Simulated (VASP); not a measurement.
# Zn7S8 (a cell with a defect) in VASP: notebook

Runs on Zn7S8 (a cell with a defect). Level: LDA. Tasks: single point.

Program: VASP 6.6.1. These are calculated values, not measurements. Logs are shortened: lines on timing, memory, paths and dates and some standing lists are left out, and cuts for length are marked.

## (1) The cell of the first run

The cell holds a defect, 15 atoms: a = 7.491 Å, b = 7.491 Å, c = 7.491 Å, α = 60.00°, β = 60.00°, γ = 60.00°.

## (2) Single point, LDA

File INCAR:

```
SYSTEM = Zn7S8
PREC = Accurate
ENCUT = 520
EDIFF = 1E-6
ISMEAR = 0
SIGMA = 0.02
LREAL = Auto
LASPH = .True.
NELM = 60
ALGO = Normal
ISIF = 2
LWAVE = .False.
LCHARG = .False.
NBANDS = 79
NELECT = 134.0
```

File KPOINTS:

```
regular mesh
0
Gamma
  2 2 2
  0 0 0
```

File POSCAR:

```
Zn7S8
1.0
    0.0000000000      5.2968478578     -5.2968478578
    5.2968478578      5.2968478578      0.0000000000
    5.2968478578      0.0000000000     -5.2968478578
Zn S
7 8
Direct
    0.0116432436     -0.0116432436      0.5116432436
    0.4883567564     -0.0116432436      0.5116432436
    0.4883567564      0.5116432436      0.5116432436
    0.0116432436     -0.0116432436      0.9883567564
    0.0116432436      0.5116432436      0.9883567564
    0.5000000000      0.0000000000      1.0000000000
    0.4883567564      0.5116432436      0.9883567564
    0.1224633614      0.1258455462      0.1258455462
    0.1193936250      0.6193936250      0.1418191250
    0.6258455462      0.1258455462      0.1258455462
    0.6258455462      0.6224633614      0.1258455462
    0.1193936250      0.1418191250      0.6193936250
    0.1193936250      0.6193936250      0.6193936250
    0.6258455462      0.1258455462      0.6224633614
    0.6418191250      0.6193936250      0.6193936250
```

Potentials or basis: VASP PAW LDA potentials, release 64 (Zn, S).

On the command line:

```sh
$ cat potpaw_LDA.64/Zn/POTCAR potpaw_LDA.64/S/POTCAR > POTCAR
$ mpirun -np 1 vasp_std > vasp.out
```

OUTCAR:

```text
SYSTEM = Zn7S8
   PREC = Accurate
   ENCUT = 520
   EDIFF = 1E-6
   ISMEAR = 0
   LREAL = Auto
   LASPH = .True.
   NELM = 60
   ISIF = 2
   NELECT = 134.0

 ion  position               nearest neighbor table
   1  0.012  0.988  0.512-  12 2.27  13 2.27   8 2.36  14 2.36
   2  0.488  0.988  0.512-  12 2.27  15 2.27  14 2.36  10 2.36
   3  0.488  0.512  0.512-  13 2.27  15 2.27  14 2.36  11 2.36
   4  0.012  0.988  0.988-   9 2.27  12 2.27   8 2.36  10 2.36
   5  0.012  0.512  0.988-   9 2.27  13 2.27  11 2.36   8 2.36
   6  0.500  0.000  0.000-  10 2.31   8 2.31  11 2.31  14 2.31
   7  0.488  0.512  0.988-   9 2.27  15 2.27  11 2.36  10 2.36
   8  0.122  0.126  0.126-   6 2.31   4 2.36   5 2.36   1 2.36
   9  0.119  0.619  0.142-   4 2.27   5 2.27   7 2.27
  10  0.626  0.126  0.126-   6 2.31   4 2.36   2 2.36   7 2.36
  11  0.626  0.622  0.126-   6 2.31   7 2.36   3 2.36   5 2.36
  12  0.119  0.142  0.619-   1 2.27   2 2.27   4 2.27
  13  0.119  0.619  0.619-   1 2.27   3 2.27   5 2.27
  14  0.626  0.126  0.622-   6 2.31   2 2.36   3 2.36   1 2.36
  15  0.642  0.619  0.619-   2 2.27   3 2.27   7 2.27

  LATTYP: Found a face centered cubic cell.
 ALAT       =    10.5936957156

  Lattice vectors:

 A1 = (   0.0000000000,   5.2968478578,  -5.2968478578)
 A2 = (   5.2968478578,   5.2968478578,   0.0000000000)
 A3 = (   5.2968478578,   0.0000000000,  -5.2968478578)

Analysis of symmetry for initial positions (statically):
=====================================================================
 Subroutine PRICEL returns:
 Original cell was already a primitive cell.

 Routine SETGRP: Setting up the symmetry group for a
 face centered cubic supercell.

 Subroutine GETGRP returns: Found 24 space group operations
 (whereof  4 operations were pure point group operations)
 out of a pool of 48 trial point group operations.

The static configuration has the point symmetry C_2v.
 The point group associated with its full space group is T_d .

Analysis of symmetry for dynamics (positions and initial velocities):
=====================================================================
 Subroutine PRICEL returns:
 Original cell was already a primitive cell.

 Routine SETGRP: Setting up the symmetry group for a
 face centered cubic supercell.

 Subroutine GETGRP returns: Found 24 space group operations
 (whereof  4 operations were pure point group operations)
[... 121 lines left out ...]
   EFERMI =   0.00;   METHOD = LEGACY
   ISMEAR =     0;   SIGMA  =   0.02  broadening in eV -4-tet -1-fermi 0-gaus
   EFERMI_NEDOS =   21; number of points for ismear=-14 and -15
   IALGO  =     38    algorithm
   IMIX   =      4    mixing-type and parameters
     AMIX     =   0.40;   BMIX     =  1.00
     AMIX_MAG =   1.60;   BMIX_MAG =  1.00
  volume/ion in A,a.u.               =      19.81       133.72
  Fermi-wavevector in a.u.,A,eV,Ry     =   1.255304  2.372181 21.439901  1.575788
  Thomas-Fermi vector in A             =   2.389067
   LORBIT       =      0    0 simple, 1 ext, 2 COOP (PROOUT), +10 PAW based schemes
   GGA     = CA    functional components
   LHFCALC =     F    Hartree Fock is set to
   AEXX    =    0.0000 exact exchange contribution
   IVDW    =     0    specifies the selected vdW correction
   LEPSILON=     F    determine dielectric tensor
   LRPA    =     F    only Hartree local field effects (RPA)
 non-spin polarized calculation
 Gauss-broadening in eV      SIGMA  =   0.02
  energy-cutoff  :      520.00
  volume of cell :      297.22
 maximum number of plane-waves:      8026
 NGX is ok and might be reduce to    56
   NGX = 27   NGY = 27   NGZ = 27

 number of electron     134.0000015 magnetization

 Free energy of the ion-electron system (eV)
  ---------------------------------------------------
  ext. energy  EPLUGINS =         0.00000000
  ---------------------------------------------------
  free energy    TOTEN  =       -55.19891749 eV

  energy without entropy =      -55.19891749  energy(sigma->0) =      -55.19891749

 E-fermi :   2.5357     XC(G=0): -10.1232

 val. band max:        2.4422168200   @ k =   0.0000   0.0000   0.0000
 cond. band min:       4.3668207186   @ k =   0.0000   0.0000   0.0000
 fundamental gap:      1.9246038987
 Fermi energy:         2.5356576817

 k-point     1 :       0.0000    0.0000    0.0000
  band No.  band energies     occupation
      1     -11.2060      2.00000
      2     -10.2173      2.00000
      3     -10.2173      2.00000
      4     -10.2173      2.00000
      5      -9.8894      2.00000
      6      -9.5036      2.00000
[... 235 lines left out ...]
     78       8.3000      0.00000
     79       8.4554      0.00000

------------------------ aborting loop because EDIFF is reached ----------------------------------------

  FORCE on cell =-STRESS in cart. coord.  units (eV):
  Direction    XX          YY          ZZ          XY          YZ          ZX
  --------------------------------------------------------------------------------------
  -------------------------------------------------------------------------------------
  Total       13.6319554     13.6319554     13.6319554      0.0000000      0.0000000      0.0000000
  in kB       73.4828929     73.4828929     73.4828929      0.0000000      0.0000000      0.0000000
  external PRESSURE =      73.4828929 kB  Pullay stress =       0.0000000 kB

 VOLUME and BASIS-vectors are now :
 -----------------------------------------------------------------------------
  energy-cutoff  :      520.00
  volume of cell :      297.22
      direct lattice vectors                 reciprocal lattice vectors
     0.000000000  5.296847858 -5.296847858    -0.094395764  0.094395764 -0.094395764
     5.296847858  5.296847858  0.000000000     0.094395764  0.094395764  0.094395764
     5.296847858  0.000000000 -5.296847858     0.094395764 -0.094395764 -0.094395764

 POSITION                                       TOTAL-FORCE (eV/Angst)
 -----------------------------------------------------------------------------------
      7.94527      5.29685     -2.77177         0.000000      0.000000     -0.004547
      7.94527      7.82193     -5.29685         0.000000     -0.004547      0.000000
      5.42019      5.29685     -5.29685         0.004547      0.000000      0.000000
     10.47035      5.29685     -5.29685        -0.004547      0.000000      0.000000
      7.94527      2.77177     -5.29685         0.000000      0.004547      0.000000
      0.00000      2.64842     -2.64842        -0.000000      0.000000     -0.000000
      7.94527      5.29685     -7.82193         0.000000      0.000000      0.004547
      1.33317      1.31525     -1.31525         0.001631     -0.001631      0.001631
      4.03203      3.91324     -1.38360         0.016256     -0.016256     -0.016256
      1.33317      3.98159     -3.98159         0.001631      0.001631     -0.001631
      3.96368      6.61210     -3.98159        -0.001631     -0.001631     -0.001631
      4.03203      1.38360     -3.91324         0.016256      0.016256      0.016256
      6.56167      3.91324     -3.91324        -0.016256     -0.016256      0.016256
      3.96368      3.98159     -6.61210        -0.001631      0.001631      0.001631
      6.56167      6.68045     -6.68045        -0.016256      0.016256     -0.016256
 -----------------------------------------------------------------------------------
    total drift:                                0.000001     -0.000000     -0.000001

  FREE ENERGIE OF THE ION-ELECTRON SYSTEM (eV)
  ---------------------------------------------------
  free  energy   TOTEN  =       -55.1989174941 eV

  energy  without entropy=      -55.1989174941  energy(sigma->0) =      -55.19891749
```

OSZICAR:

```text
N       E                     dE             d eps       ncg     rms          rms(c)
DAV:   1     0.127242511758E+04    0.12724E+04   -0.59542E+04   474   0.202E+03
DAV:   2     0.163629374839E+03   -0.11088E+04   -0.10738E+04   474   0.507E+02
DAV:   3    -0.444823881739E+02   -0.20811E+03   -0.20319E+03   512   0.187E+02
DAV:   4    -0.591730506492E+02   -0.14691E+02   -0.14579E+02   540   0.510E+01
DAV:   5    -0.595122321729E+02   -0.33918E+00   -0.33851E+00   540   0.778E+00    0.210E+01
DAV:   6    -0.551827827992E+02    0.43294E+01   -0.84195E+00   684   0.471E+01    0.163E+01
DAV:   7    -0.553700197743E+02   -0.18724E+00   -0.11304E+01   548   0.979E+00    0.663E+00
DAV:   8    -0.552047474076E+02    0.16527E+00   -0.12803E+00   613   0.910E+00    0.255E+00
DAV:   9    -0.551982927279E+02    0.64547E-02   -0.20165E-01   612   0.517E+00    0.620E-01
DAV:  10    -0.551987569261E+02   -0.46420E-03   -0.16053E-02   628   0.145E+00    0.380E-01
DAV:  11    -0.551989466953E+02   -0.18977E-03   -0.25905E-03   596   0.294E-01    0.209E-01
DAV:  12    -0.551989240811E+02    0.22614E-04   -0.31578E-04   540   0.816E-02    0.415E-02
DAV:  13    -0.551989174369E+02    0.66442E-05   -0.58769E-05   628   0.117E-01    0.210E-02
DAV:  14    -0.551989169429E+02    0.49404E-06   -0.20478E-05   644   0.559E-02    0.182E-02
DAV:  15    -0.551989174285E+02   -0.48562E-06   -0.13405E-05   508   0.410E-02    0.542E-03
DAV:  16    -0.551989174941E+02   -0.65622E-07   -0.85159E-07   300   0.102E-02
   1 F= -.55198917E+02 E0= -.55198917E+02  d E =-.140177E-11
```

stdout:

```text
POSCAR found type information on POSCAR ZnS
 POSCAR found :  2 types and      15 ions
 scaLAPACK will be used
 LDA part: xc-table for (Slater(with rela. corr.)+CA(PZ))
 , standard interpolation
 POSCAR, INCAR and KPOINTS ok, starting setup
 FFT: planning ... GRIDC
 FFT: planning ... GRID_SOFT
 FFT: planning ... GRID
 WAVECAR not read
 entering main loop
 the old and the new charge density differ
 old charge density:   132.00000 new  134.00000
    0.210E+01
```

Wall time 2.5 min (1 thread of Intel Xeon Platinum 8259CL at 2.50GHz (Skylake/Cascade Lake), shared host); peak memory 0.33 GiB.

Results:

* Free energy: -55.1989 eV
* Largest force: 0.028 eV/Å

Forces on the atoms (eV/Å):
```
Zn   0.000  0.000 -0.005
Zn   0.000 -0.005  0.000
Zn   0.005  0.000  0.000
Zn  -0.005  0.000  0.000
Zn   0.000  0.005  0.000
Zn   0.000  0.000  0.000
Zn   0.000  0.000  0.005
S    0.002 -0.002  0.002
S    0.016 -0.016 -0.016
S    0.002  0.002 -0.002
S   -0.002 -0.002 -0.002
S    0.016  0.016  0.016
S   -0.016 -0.016  0.016
S   -0.002  0.002  0.002
S   -0.016  0.016 -0.016
```

Caveat: the k points lie up to 0.51 Å⁻¹ apart; the cell carries a net charge on a neutralising background, which shifts energy and pressure; the cell is charged against a uniform background, so pressure and absolute levels hang on convention.

## (3) Single point, LDA

File INCAR:

```
PREC = Accurate
ENCUT = 520
EDIFF = 1E-7
ISMEAR = 0
SIGMA = 0.02
LREAL = Auto
LASPH = True
NELM = 100
ALGO = Normal
ISIF = 2
LWAVE = False
LCHARG = False
NBANDS = 79
NELECT = 134.0
```

File KPOINTS:

```
Automatic mesh
0
Gamma
  2 2 2
```

File POSCAR:

```
Zn7S8
1.0
    0.0000000000      5.2968478578     -5.2968478578
    5.2968478578      5.2968478578      0.0000000000
    5.2968478578      0.0000000000     -5.2968478578
Zn S
7 8
Direct
    0.0116432455     -0.0116432455      0.5116432589
    0.4883567679     -0.0116432455      0.5116432589
    0.4883567679      0.5116432589      0.5116432589
    0.0116432455     -0.0116432455      0.9883567813
    0.0116432455      0.5116432589      0.9883567813
    0.5000000134      0.0000000000      1.0000000268
    0.4883567679      0.5116432589      0.9883567813
    0.1224634948      0.1258455062      0.1258455062
    0.1193936501      0.6193936636      0.1418190630
    0.6258455196      0.1258455062      0.1258455062
    0.6258455196      0.6224633194      0.1258455062
    0.1193936501      0.1418190630      0.6193936636
    0.1193936501      0.6193936636      0.6193936636
    0.6258455196      0.1258455062      0.6224633194
    0.6418190764      0.6193936636      0.6193936636
```

Potentials or basis: VASP PAW LDA potentials, release 64 (Zn, S).

On the command line:

```sh
$ cat potpaw_LDA.64/Zn/POTCAR potpaw_LDA.64/S/POTCAR > POTCAR
$ mpirun -np 1 vasp_std > vasp.out
```

OUTCAR:

```text
PREC = Accurate
   ENCUT = 520
   EDIFF = 1E-7
   ISMEAR = 0
   LREAL = Auto
   LASPH = True
   NELM = 100
   ISIF = 2
   NELECT = 134.0

 ion  position               nearest neighbor table
   1  0.012  0.988  0.512-  13 2.27  12 2.27  14 2.36   8 2.36
   2  0.488  0.988  0.512-  15 2.27  12 2.27  14 2.36  10 2.36
   3  0.488  0.512  0.512-  13 2.27  15 2.27  14 2.36  11 2.36
   4  0.012  0.988  0.988-   9 2.27  12 2.27  10 2.36   8 2.36
   5  0.012  0.512  0.988-   9 2.27  13 2.27  11 2.36   8 2.36
   6  0.500  0.000  0.000-  10 2.31   8 2.31  11 2.31  14 2.31
   7  0.488  0.512  0.988-   9 2.27  15 2.27  11 2.36  10 2.36
   8  0.122  0.126  0.126-   6 2.31   4 2.36   1 2.36   5 2.36
   9  0.119  0.619  0.142-   4 2.27   5 2.27   7 2.27
  10  0.626  0.126  0.126-   6 2.31   4 2.36   7 2.36   2 2.36
  11  0.626  0.622  0.126-   6 2.31   7 2.36   5 2.36   3 2.36
  12  0.119  0.142  0.619-   4 2.27   2 2.27   1 2.27
  13  0.119  0.619  0.619-   1 2.27   5 2.27   3 2.27
  14  0.626  0.126  0.622-   6 2.31   2 2.36   1 2.36   3 2.36
  15  0.642  0.619  0.619-   2 2.27   7 2.27   3 2.27
[... 445 lines left out ...]

  FORCE on cell =-STRESS in cart. coord.  units (eV):
  Direction    XX          YY          ZZ          XY          YZ          ZX
  --------------------------------------------------------------------------------------
  -------------------------------------------------------------------------------------
  Total       13.6321893     13.6321893     13.6321893     -0.0000000      0.0000000      0.0000000
  in kB       73.4841540     73.4841540     73.4841540     -0.0000000      0.0000000      0.0000000
  external PRESSURE =      73.4841540 kB  Pullay stress =       0.0000000 kB

 VOLUME and BASIS-vectors are now :
 -----------------------------------------------------------------------------
  energy-cutoff  :      520.00
  volume of cell :      297.22
      direct lattice vectors                 reciprocal lattice vectors
     0.000000000  5.296847858 -5.296847858    -0.094395764  0.094395764 -0.094395764
     5.296847858  5.296847858  0.000000000     0.094395764  0.094395764  0.094395764
     5.296847858  0.000000000 -5.296847858     0.094395764 -0.094395764 -0.094395764

 POSITION                                       TOTAL-FORCE (eV/Angst)
 -----------------------------------------------------------------------------------
      7.94527      5.29685     -2.77177         0.000000      0.000000     -0.004523
      7.94527      7.82193     -5.29685         0.000000     -0.004523     -0.000000
      5.42019      5.29685     -5.29685         0.004523      0.000000     -0.000000
     10.47035      5.29685     -5.29685        -0.004523      0.000000     -0.000000
      7.94527      2.77177     -5.29685         0.000000      0.004523     -0.000000
      0.00000      2.64842     -2.64842         0.000000      0.000000     -0.000000
      7.94527      5.29685     -7.82193         0.000000      0.000000      0.004523
      1.33317      1.31526     -1.31526         0.001495     -0.001495      0.001495
      4.03203      3.91324     -1.38360         0.016158     -0.016158     -0.016158
      1.33317      3.98159     -3.98159         0.001495      0.001495     -0.001495
      3.96368      6.61210     -3.98159        -0.001495     -0.001495     -0.001495
      4.03203      1.38360     -3.91324         0.016158      0.016158      0.016158
      6.56167      3.91324     -3.91324        -0.016158     -0.016158      0.016158
      3.96368      3.98159     -6.61210        -0.001495      0.001495      0.001495
      6.56167      6.68045     -6.68045        -0.016158      0.016158     -0.016158
 -----------------------------------------------------------------------------------
    total drift:                                0.000677     -0.000057     -0.000404

  FREE ENERGIE OF THE ION-ELECTRON SYSTEM (eV)
  ---------------------------------------------------
  free  energy   TOTEN  =       -55.1989176792 eV

  energy  without entropy=      -55.1989176792  energy(sigma->0) =      -55.19891768
```

It took 2.6 min on 1 thread of Intel Xeon Platinum 8259CL at 2.50GHz (Skylake/Cascade Lake), shared host; peak memory 0.34 GiB.

What came out:

- Free energy: -55.1989 eV
- Largest force: 0.028 eV/Å

Forces in eV/Å, atoms in the order of the input:
```
Zn   0.000  0.000 -0.005
Zn   0.000 -0.005  0.000
Zn   0.005  0.000  0.000
Zn  -0.005  0.000  0.000
Zn   0.000  0.005  0.000
Zn   0.000  0.000  0.000
Zn   0.000  0.000  0.005
S    0.001 -0.001  0.001
S    0.016 -0.016 -0.016
S    0.001  0.001 -0.001
S   -0.001 -0.001 -0.001
S    0.016  0.016  0.016
S   -0.016 -0.016  0.016
S   -0.001  0.001  0.001
S   -0.016  0.016 -0.016
```

Caveat: the k points lie up to 0.51 Å⁻¹ apart; the cell carries a net charge on a neutralising background, which shifts energy and pressure; the cell is charged against a uniform background, so pressure and absolute levels hang on convention.

(Part 1 of 2 ends here.)
